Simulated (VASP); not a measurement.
Input of a VASP 6.6.1 run:

File INCAR:

```
SYSTEM = LiF
PREC     = Accurate       ! precision mode
ENCUT    = 520            ! plane-wave cutoff, eV
EDIFF    = 1E-6           ! SCF threshold, eV
ISMEAR   = 0              ! smearing method
SIGMA    = 0.01           ! smearing width, eV
LREAL    = .False.        ! projectors in reciprocal space
LASPH    = .True.         ! aspherical terms in the spheres
NELM     = 100            ! most SCF steps
ALGO     = Normal         ! electronic algorithm
ISIF     = 2              ! what is computed and relaxed
LWAVE    = .False.        ! write WAVECAR
LCHARG   = .True.         ! write CHGCAR
GGA      = PE             ! functional
LELF     = .True.         ! ELF
LVHAR    = .True.       
NBANDS   = 12             ! bands
```

The input KPOINTS:

```
Automatic mesh
0
Gamma
  8 8 8
  0 0 0
```

Contents of POSCAR:

```
LiF
1.0
    2.5162584438      0.0000000000      0.0000000000
    0.0000000000      2.5162584438      0.0000000000
    0.0000000000      0.0000000000      2.5162584438
Li F
1 1
Direct
    0.0000000000      0.0000000000      0.0000000000
    0.5000000000      0.5000000000      0.5000000000
```

Potentials or basis: VASP PAW PBE potentials, release 64 (Li_sv, F).

Run with:

```console
$ cat potpaw_PBE.64/Li_sv/POTCAR potpaw_PBE.64/F/POTCAR > POTCAR
$ mpirun -np 1 vasp_std > vasp.out
```

(1) What does it give for the band gap on the k mesh?

Results:

(1) 7.95 eV, indirect (least direct gap 8.67 eV).
